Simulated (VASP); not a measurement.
Set up this calculation in VASP 6.6.1, as the native input.

```yaml
Task: single point
Functional: r2SCAN
Dispersion: rVV10
Potentials_or_basis: VASP PAW PBE potentials, release 64 (Mg, Sb, Sn_d)
Cutoff: 520 eV
k_mesh: 4 × 4 × 4
Occupations: fermi-dirac, width 0.02 eV
Spin: no spin polarisation
Dipole_correction: no
Further_INCAR_settings: ALGO = Normal; EDIFF = 1e-07; NBANDS = 21
```

MgSnSb2:

```xyz
4
Lattice="4.6005 0.0000 0.0000 0.0000 4.6005 0.0000 0.0000 0.0000 6.5552" Properties=species:S:1:pos:R:3 pbc="T T T"
Mg    0.0000    0.0000    0.0000
Sb    0.0000    2.3002    1.5921
Sb    2.3002    0.0000    4.9631
Sn    2.3002    2.3002    3.2776
```

These files were run (other wordings do the same):

POSCAR

```
MgSnSb2
1.0
    4.6004806352      0.0000000000      0.0000000000
    0.0000000000      4.6004806352      0.0000000000
    0.0000000000      0.0000000000      6.5552383774
Mg Sb Sn
1 2 1
Direct
    0.0000000000      0.0000000000      0.0000000000
    0.0000000000      0.5000000000      0.2428810299
    0.5000000000      0.0000000000      0.7571189701
    0.5000000000      0.5000000000      0.5000000000
```

INCAR.step1

```
SYSTEM = MgSnSb2
PREC = Accurate
ENCUT = 520
ISMEAR = -1
SIGMA = 0.02
LREAL = .FALSE.
LASPH = .TRUE.
NELM = 80
NBANDS = 21
GGA = PE
ALGO = Normal
EDIFF = 1E-4
LWAVE = .TRUE.
LCHARG = .FALSE.
```

INCAR.step2

```
SYSTEM = MgSnSb2
PREC = Accurate
ENCUT = 520
EDIFF = 1E-7
ISMEAR = -1
SIGMA = 0.02
LREAL = .FALSE.
LASPH = .TRUE.
NELM = 80
ALGO = Normal
ISIF = 2
LWAVE = .FALSE.
LCHARG = .FALSE.
METAGGA = R2SCAN
LMIXTAU = .TRUE.
LUSE_VDW = .TRUE.
IVDW_NL = 2
BPARAM = 11.95
CPARAM = 0.0093
NBANDS = 21
ISTART = 1
```

KPOINTS

```
regular mesh
0
G
  4 4 4
  0 0 0
```

Potentials or basis: VASP PAW PBE potentials, release 64 (Mg, Sb, Sn_d).

Command:

```bash
$ cat potpaw_PBE.64/Mg/POTCAR potpaw_PBE.64/Sb/POTCAR potpaw_PBE.64/Sn_d/POTCAR > POTCAR
$ cp INCAR.step1 INCAR
$ mpirun -np 1 vasp_std > vasp.out
$ cp INCAR.step2 INCAR
$ mpirun -np 1 vasp_std > vasp.out
```

Results of the run:

| Property | Result |
| --- | --- |
| Pressure | -0.3 GPa |
| Largest force | 0.011 eV/Å |
| Band gap on the k mesh | zero (filled and empty bands touch) |

Caveat: semilocal functionals underestimate gaps, and a narrow one can read as zero; the PAW data sets were made with another functional, which shifts forces and pressure a little; spin-orbit coupling is left out, which moves the levels of the heavy elements.

Run time: 3.5 min on 1 thread of Intel(R) Xeon(R) Platinum 8375C CPU @ 2.90GHz (Ice Lake), with other jobs on the host, peak memory 0.53 GiB.
